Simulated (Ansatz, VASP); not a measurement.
Two plane-wave programs on Mg2BrF3

INCAR

```
ALGO = Normal ; EDIFF = 1E-6
ENCUT = 520 ; GGA = PE
ISIF = 2 ; ISMEAR = 0
LASPH = T ; LCHARG = F
LREAL = F ; LWAVE = F
NBANDS = 25 ; NELM = 60
PREC = Accurate ; SIGMA = 0.1
```

File KPOINTS:

```
k-points
0
Gamma
  3 3 6
```

POSCAR

```
Mg2BrF3
1.0
    5.9950796700      0.0000000000      0.0000000000
   -2.9975398300      5.1918912900      0.0000000000
    0.0000000000      0.0000000000      3.1454396100
Mg Br F
2 1 3
Direct
    0.6666666700      0.3333333300      0.5000000000
    0.3333333300      0.6666666700      0.5000000000
    0.0000000000      0.0000000000      0.5000000000
    0.0000000000      0.5000000000      0.0000000000
    0.5000000000      0.5000000000      0.0000000000
    0.5000000000      0.0000000000      0.0000000000
```

Input for Ansatz:

```yaml
crystal:
  lattice:
    - [5.99507967, 0.0, 0.0]
    - [-2.99753983, 5.19189129, 0.0]
    - [0.0, 0.0, 3.14543961]
  atoms:
    - { symbol: Mg, position: [0.66666667, 0.33333333, 0.5] }
    - { symbol: Mg, position: [0.33333333, 0.66666667, 0.5] }
    - { symbol: Br, position: [0.0, 0.0, 0.5] }
    - { symbol: F, position: [0.0, 0.5, 0.0] }
    - { symbol: F, position: [0.5, 0.5, 0.0] }
    - { symbol: F, position: [0.5, 0.0, 0.0] }
basis:
  ecutwfc: 420
kpoints:
  mp_grid: { grid: [3, 3, 6] }
hamiltonian:
  xc: pbe
scf:
  occupations: { method: gaussian, width: 0.1 }
  lower_state_search: "off"
output:
  forces: true
  stress: true
  eigenvalues: true
```

Change from the starting cell: species swapped into the NdB2Ir3 type (P6/mmm, No. 191).

Alike in both runs: task single point; functional PBE; k mesh 3 × 3 × 6; occupations gaussian, width 0.1 eV; no spin polarisation.

```csv
,VASP,Ansatz
version,VASP 6.6.1,Ansatz 0.2.0
potentials or method,"VASP PAW PBE potentials, release 64 (Mg, Br, F), cutoff 520 eV","scalar-relativistic, plane waves, PAW"
valence electrons in the cell,32,48
```

```csv
,VASP,Ansatz,Ansatz less VASP
gap on the k mesh at the Fermi level (eV),none,none,-
pressure (GPa),-10.4,-10.0,+0.37
"traceless stress, the component that is largest in VASP (GPa)",2.39,2.57,+0.184
```

A gap of «none» marks a metal or a gap that the smearing closes. VASP's potentials hold 32 valence electrons a cell and Ansatz's 48, so a difference there can come from the potentials and not from the codes.

The k mesh is coarse, so the values compare programs but aren't converged.
